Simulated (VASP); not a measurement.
# VN2 (I4/mcm) in VASP: further runs

Runs on VN2. Level: PBEsol. Tasks: single point.

Everything below comes from runs of VASP 6.6.1. Logs are shortened: lines on timing, memory, paths and dates and some standing lists are left out, and cuts for length are marked.

### 1 The cell of the first run

It takes space group I4/mcm (No. 140, tetragonal). Conventional cell: a = 4.498 Å, b = 4.498 Å, c = 4.406 Å, α = 90.00°, β = 90.00°, γ = 90.00°. V (site symmetry 422) has 8 N at 2.12 Å and 2 V at 2.20 Å within 2.8 Å. N (site symmetry m2m) has 1 N at 1.45 Å within 1.9 Å.

### 2 Single point, PBEsol

The input, INCAR:

```
PREC = Accurate
ENCUT = 520
EDIFF = 1E-7
ISMEAR = 0
SIGMA = 0.15
LREAL = F
LASPH = T
NELM = 100
ALGO = Normal
ISIF = 2
LWAVE = F
LCHARG = F
GGA = PS
NBANDS = 32
```

The input, KPOINTS:

```
regular mesh
0
Gamma
  18 18 18
```

The input, POSCAR:

```
VN2
1.0
   -2.2489116819      2.2489116819      2.2031660740
    2.2489116819     -2.2489116819      2.2031660740
    2.2489116819      2.2489116819     -2.2031660740
V N
2 4
Direct
    0.2500000000      0.2500000000      0.0000000000
    0.7500000000      0.7500000000      0.0000000000
    0.1142608421      0.6142608421      0.7285216842
    0.6142608421      0.8857391579      0.5000000000
    0.8857391579      0.3857391579      0.2714783158
    0.3857391579      0.1142608421      0.5000000000
```

Potentials or basis: VASP PAW PBE potentials, release 64 (V_sv, N).

Launch:

```bash
cat potpaw_PBE.64/V_sv/POTCAR potpaw_PBE.64/N/POTCAR > POTCAR
mpirun -np 1 vasp_std > vasp.out
```

OUTCAR:

```text
PREC = Accurate
   ENCUT = 520
   EDIFF = 1E-7
   ISMEAR = 0
   LREAL = F
   LASPH = T
   NELM = 100
   ISIF = 2
   GGA = PS

 ion  position               nearest neighbor table
   1  0.250  0.250  0.000-   4 2.12   6 2.12   6 2.12   4 2.12   3 2.12   5 2.12   3 2.12   5 2.12
                             2 2.20   2 2.20
   2  0.750  0.750  0.000-   6 2.12   4 2.12   4 2.12   6 2.12   5 2.12   3 2.12   5 2.12   3 2.12
                             1 2.20   1 2.20
   3  0.114  0.614  0.729-   5 1.45   1 2.12   2 2.12   2 2.12   1 2.12
   4  0.614  0.886  0.500-   6 1.45   2 2.12   1 2.12   2 2.12   1 2.12
   5  0.886  0.386  0.271-   3 1.45   2 2.12   1 2.12   2 2.12   1 2.12
   6  0.386  0.114  0.500-   4 1.45   1 2.12   2 2.12   1 2.12   2 2.12

  LATTYP: Found a body centered tetragonal cell.
 ALAT       =     4.4978233638
 C/A-ratio  =     0.9796587797

  Lattice vectors:

 A1 = (  -2.2489116819,   2.2489116819,   2.2031660740)
 A2 = (   2.2489116819,  -2.2489116819,   2.2031660740)
 A3 = (   2.2489116819,   2.2489116819,  -2.2031660740)

Analysis of symmetry for initial positions (statically):
=====================================================================
 Subroutine PRICEL returns:
 Original cell was already a primitive cell.

 Routine SETGRP: Setting up the symmetry group for a
 body centered tetragonal supercell.

 Subroutine GETGRP returns: Found 16 space group operations
 (whereof  8 operations were pure point group operations)
 out of a pool of 16 trial point group operations.

The static configuration has the point symmetry C_4h.
 The point group associated with its full space group is D_4h.

Analysis of symmetry for dynamics (positions and initial velocities):
=====================================================================
 Subroutine PRICEL returns:
 Original cell was already a primitive cell.

 Routine SETGRP: Setting up the symmetry group for a
 body centered tetragonal supercell.

 Subroutine GETGRP returns: Found 16 space group operations
 (whereof  8 operations were pure point group operations)
 out of a pool of 16 trial point group operations.

The dynamic configuration has the point symmetry C_4h.
 The point group associated with its full space group is D_4h.

 Subroutine INISYM returns: Found 16 space group operations
 (whereof  8 operations are pure point group operations),
 and found     1 'primitive' translations

----------------------------------------------------------------------------------------

                                     Primitive cell

  volume of cell :      44.5710

  direct lattice vectors                    reciprocal lattice vectors
    -2.248911682  2.248911682  2.203166074     0.000000000  0.222329762  0.226946124
     2.248911682 -2.248911682  2.203166074     0.222329762  0.000000000  0.226946124
     2.248911682  2.248911682 -2.203166074     0.222329762  0.222329762  0.000000000

  length of vectors
     3.868998353  3.868998353  3.868998353     0.317702795  0.317702795  0.314421765

  position of ions in fractional coordinates (direct lattice)
     0.250000000  0.250000000  0.000000000
     0.750000000  0.750000000  0.000000000
     0.114260842  0.614260842  0.728521684
     0.614260842  0.885739158  0.500000000
     0.885739158  0.385739158  0.271478316
     0.385739158  0.114260842  0.500000000

  ion indices of the primitive-cell ions
   primitive index   ion index
                 1           1
                 2           2
                 3           3
                 4           4
                 5           5
                 6           6

----------------------------------------------------------------------------------------

 KPOINTS: regular mesh

Automatic generation of k-mesh.
 Grid dimensions read from file:
 generate k-points for:   18   18   18

 Generating k-lattice:

  Cartesian coordinates                     Fractional coordinates (reciprocal lattice)
     0.000000000  0.012351653  0.012608118     0.055555556  0.000000000  0.000000000
     0.012351653  0.000000000  0.012608118     0.000000000  0.055555556  0.000000000
     0.012351653  0.012351653  0.000000000     0.000000000  0.000000000  0.055555556

  Length of vectors
     0.017650155  0.017650155  0.017467876

  Shift w.r.t. Gamma in fractional coordinates (k-lattice)
     0.000000000  0.000000000  0.000000000

 Subroutine IBZKPT returns following result:
 ===========================================

 Found    480 irreducible k-points:

 Following reciprocal coordinates:
            Coordinates               Weight
  0.000000  0.000000  0.000000      1.000000
  0.055556 -0.000000  0.000000      8.000000
  0.111111 -0.000000  0.000000      8.000000
  0.166667 -0.000000  0.000000      8.000000
  0.222222 -0.000000  0.000000      8.000000
  0.277778 -0.000000  0.000000      8.000000
[... 16 lines left out ...]
 -0.277778  0.055556 -0.000000     16.000000
 -0.222222  0.055556 -0.000000     16.000000
 [... further k-points ...]
   k-points           NKPTS =    480   k-points in BZ     NKDIM =    480   number of bands    NBANDS=     32
   number of dos      NEDOS =    301   number of ions     NIONS =      6
   total plane-waves  NPLWV =  27000
   dimension x,y,z NGX =    30 NGY =   30 NGZ =   30
   dimension x,y,z NGXF=    60 NGYF=   60 NGZF=   60
   ions per type =               2   4
   NGX,Y,Z   is equivalent  to a cutoff of  12.89, 12.89, 12.89 a.u.
   NGXF,Y,Z  is equivalent  to a cutoff of  25.78, 25.78, 25.78 a.u.
 SYSTEM =  unknown system
   PREC   = accura    normal or accurate (medium, high low for compatibility)
   ISTART =      0    job   : 0-new  1-cont  2-samecut
   ICHARG =      2    charge: 1-file 2-atom 10-const
   ISPIN  =      1    spin polarized calculation?
   LNONCOLLINEAR =      F non collinear calculations
   LSORBIT =      F    spin-orbit coupling
   LASPH  =      T    aspherical Exc in radial PAW
   ENCUT  =  520.0 eV  38.22 Ry    6.18 a.u.   7.19  7.19  7.19*2*pi/ulx,y,z
   NELM   =    100;   NELMIN=  2; NELMDL= -5     # of ELM steps
   EDIFF  = 0.1E-06   stopping-criterion for ELM
   LREAL  =      F    real-space projection
   EDIFFG = 0.1E-05   stopping-criterion for IOM
   NSW    =      0    number of steps for IOM
   IBRION =     -1    ionic relax: 0-MD 1-quasi-New 2-CG
   NFREE  =      0    steps in history (QN), initial steepest desc. (CG)
   ISIF   =      2    stress and relaxation
   ISYM   =      2    0-nonsym 1-usesym 2-fastsym
   POTIM  = 0.5000    time-step for ionic-motion
   TEBEG  =    0.0;   TEEND  =   0.0 temperature during run
   PSTRESS=    0.0 pullay stress
   NELECT =      46.0000    total number of electrons
   NUPDOWN=      -1.0000    fix difference up-down
   EMIN   =  10.00;   EMAX   =-10.00  energy-range for DOS
   EFERMI =   0.00;   METHOD = LEGACY
   ISMEAR =     0;   SIGMA  =   0.15  broadening in eV -4-tet -1-fermi 0-gaus
   EFERMI_NEDOS =   21; number of points for ismear=-14 and -15
   IALGO  =     38    algorithm
   IMIX   =      4    mixing-type and parameters
     AMIX     =   0.40;   BMIX     =  1.00
     AMIX_MAG =   1.60;   BMIX_MAG =  1.00
  volume/ion in A,a.u.               =       7.43        50.13
  Fermi-wavevector in a.u.,A,eV,Ry     =   1.654411  3.126384 37.240180  2.737076
  Thomas-Fermi vector in A             =   2.742683
   LORBIT       =      0    0 simple, 1 ext, 2 COOP (PROOUT), +10 PAW based schemes
   GGA     = PS    functional components
   LHFCALC =     F    Hartree Fock is set to
   AEXX    =    0.0000 exact exchange contribution
   IVDW    =     0    specifies the selected vdW correction
   LEPSILON=     F    determine dielectric tensor
   LRPA    =     F    only Hartree local field effects (RPA)
 non-spin polarized calculation
 Gauss-broadening in eV      SIGMA  =   0.15
  energy-cutoff  :      520.00
  volume of cell :       44.57
 maximum number of plane-waves:      1236
 NGX is ok and might be reduce to    30

 number of electron      45.9999992 magnetization

 Free energy of the ion-electron system (eV)
  ---------------------------------------------------
  ext. energy  EPLUGINS =         0.00000000
  ---------------------------------------------------
  free energy    TOTEN  =       -55.29401442 eV

  energy without entropy =      -55.28231132  energy(sigma->0) =      -55.28816287

 E-fermi :  11.3648     XC(G=0): -14.0943

 val. band max:       11.3547800132   @ k =   0.3889   0.1111   0.1111
 cond. band min:      11.3657165454   @ k =   0.2778   0.2222   0.1667
 fundamental gap:      0.0109365323
 Fermi energy:        11.3648077110

 k-point     1 :       0.0000    0.0000    0.0000
  band No.  band energies     occupation
      1     -53.8031      2.00000
      2     -53.3259      2.00000
      3     -28.6999      2.00000
      4     -27.7078      2.00000
      5     -27.7078      2.00000
      6     -27.4546      2.00000
[... 24 lines left out ...]
     31      14.1964      0.00000
     32      16.5501      0.00000

 k-point     2 :       0.0556   -0.0000    0.0000
  band No.  band energies     occupation
      1     -53.7996      2.00000
      2     -53.3296      2.00000
      3     -28.6840      2.00000
      4     -27.7065      2.00000
      5     -27.7063      2.00000
      6     -27.4570      2.00000
[... 24 lines left out ...]
     31      14.2039      0.00000
     32      16.5017      0.00000
[... 733 lines left out ...]
     31      14.7593      0.00000
     32      15.6366      0.00000

 k-point    24 :      -0.2222    0.0556   -0.0000
  band No.  band energies     occupation
      1     -53.7711      2.00000
      2     -53.3597      2.00000
      3     -28.5614      2.00000
      4     -27.7116      2.00000
      5     -27.6931      2.00000
      6     -27.4769      2.00000
[... 24 lines left out ...]
     31      14.6829      0.00000
     32      15.9188      0.00000

 [... further k-points ...]

------------------------ aborting loop because EDIFF is reached ----------------------------------------

  FORCE on cell =-STRESS in cart. coord.  units (eV):
  Direction    XX          YY          ZZ          XY          YZ          ZX
  --------------------------------------------------------------------------------------
  -------------------------------------------------------------------------------------
  Total      -10.9397571    -10.9397571     22.7705255      0.0000000      0.0000000      0.0000000
  in kB     -393.2477377   -393.2477377    818.5243585      0.0000000      0.0000000      0.0000000
  external PRESSURE =      10.6762944 kB  Pullay stress =       0.0000000 kB

 VOLUME and BASIS-vectors are now :
 -----------------------------------------------------------------------------
  energy-cutoff  :      520.00
  volume of cell :       44.57
      direct lattice vectors                 reciprocal lattice vectors
    -2.248911682  2.248911682  2.203166074     0.000000000  0.222329762  0.226946124
     2.248911682 -2.248911682  2.203166074     0.222329762  0.000000000  0.226946124
     2.248911682  2.248911682 -2.203166074     0.222329762  0.222329762  0.000000000

 POSITION                                       TOTAL-FORCE (eV/Angst)
 -----------------------------------------------------------------------------------
      0.00000      0.00000      1.10158         0.000000     -0.000000      0.000000
      0.00000      0.00000      3.30475         0.000000     -0.000000      0.000000
      2.76284      0.51393      0.00000        -0.326387     -0.326387     -0.000000
      1.73499      0.51393      2.20317         0.326387     -0.326387      0.000000
     -0.51393      1.73499      2.20317         0.326387      0.326387      0.000000
      0.51393      1.73499      0.00000        -0.326387      0.326387      0.000000
 -----------------------------------------------------------------------------------
    total drift:                                0.000000     -0.000000      0.000000

  FREE ENERGIE OF THE ION-ELECTRON SYSTEM (eV)
  ---------------------------------------------------
  free  energy   TOTEN  =       -55.2940144218 eV

  energy  without entropy=      -55.2823113202  energy(sigma->0) =      -55.28816287
```

Wall time 5.9 min (1 thread of Intel Xeon 6975P-C (Granite Rapids), shared host); peak memory 0.59 GiB.

Results:

* Free energy: -55.2940 eV
* Pressure: 1.1 GPa
* Largest force: 0.462 eV/Å
* Band gap on the k mesh: zero (bands 23 and 24 overlap by 0.45 eV)

Forces on the atoms (eV/Å):
```
V    0.000  0.000  0.000
V    0.000  0.000  0.000
N   -0.326 -0.326  0.000
N    0.326 -0.326  0.000
N    0.326  0.326  0.000
N   -0.326  0.326  0.000
```

Caveat: the stress differs along the axes, from -39 to 82 GPa; the PAW data sets were made with another functional, which shifts forces and pressure a little; the run has no spin polarisation, though such a crystal can be magnetic.

### 3 Single point, PBEsol

This run uses another cell than the first one, of the same volume but with other edges.

Edit INCAR of step 2 so:

```diff
@@ -2,3 +2,3 @@
 ENCUT = 520
-EDIFF = 1E-7
+EDIFF = 1E-6
 ISMEAR = 0
```

The input, KPOINTS:

```
Automatic mesh
0
Gamma
  18 18 18
```

Edit POSCAR of step 2 so:

```diff
@@ -2,5 +2,5 @@
 1.0
-   -2.2489116819      2.2489116819      2.2031660740
-    2.2489116819     -2.2489116819      2.2031660740
-    2.2489116819      2.2489116819     -2.2031660740
+   -2.0047103240      2.0047103240      2.7726099807
+    2.0047103240     -2.0047103240      2.7726099807
+    2.0047103240      2.0047103240     -2.7726099807
 V N
```

Potentials or basis: VASP PAW PBE potentials, release 64 (V_sv, N).

Launch:

```bash
cat potpaw_PBE.64/V_sv/POTCAR potpaw_PBE.64/N/POTCAR > POTCAR
mpirun -np 1 vasp_std > vasp.out
```

Run time: 6.2 min. Hardware: 1 thread of Intel Xeon 6975P-C (Granite Rapids), shared host; peak memory 0.59 GiB.

The run converged. Its results:

```yaml
Free_energy: -55.4497 eV
Pressure: 13.6 GPa
Largest_force: 1.433 eV/Å
Band_gap_on_the_k_mesh: zero (bands 23 and 24 overlap by 0.94 eV)
```

Forces on the atoms (eV/Å):
```
V    0.000  0.000  0.000
V    0.000  0.000  0.000
N    1.013  1.013  0.000
N   -1.013  1.013  0.000
N   -1.013 -1.013  0.000
N    1.013 -1.013  0.000
```

Stress tensor (GPa, compression positive):
```
 45.46   0.00   0.00
  0.00  45.46   0.00
  0.00   0.00 -50.12
```

Levels at points of the mesh, in eV from the Fermi level:
```
           k point  band 19  band 20  band 21  band 22  band 23  band 24  band 25  band 26  band 27  band 28
(0.00, 0.00, 0.00)    -3.95    -3.00    -2.36    -2.36    -1.04     0.65     0.76     0.76     1.48     1.66
(0.50, 0.00, 0.00)    -3.22    -3.22    -2.79    -2.79     0.48     0.48     0.80     0.80     0.93     0.93
(0.50, 0.50, 0.00)    -5.01    -3.99    -2.46    -2.23    -0.44     0.52     1.00     1.51     1.63     2.12
(0.50, 0.50, 0.50)    -5.68    -3.18    -3.18    -1.43    -0.73     0.60     0.90     1.04     1.75     2.39
```

Caveat: the stress differs along the axes, from -50 to 45 GPa; the PAW data sets were made with another functional, which shifts forces and pressure a little; the run has no spin polarisation, though such a crystal can be magnetic.
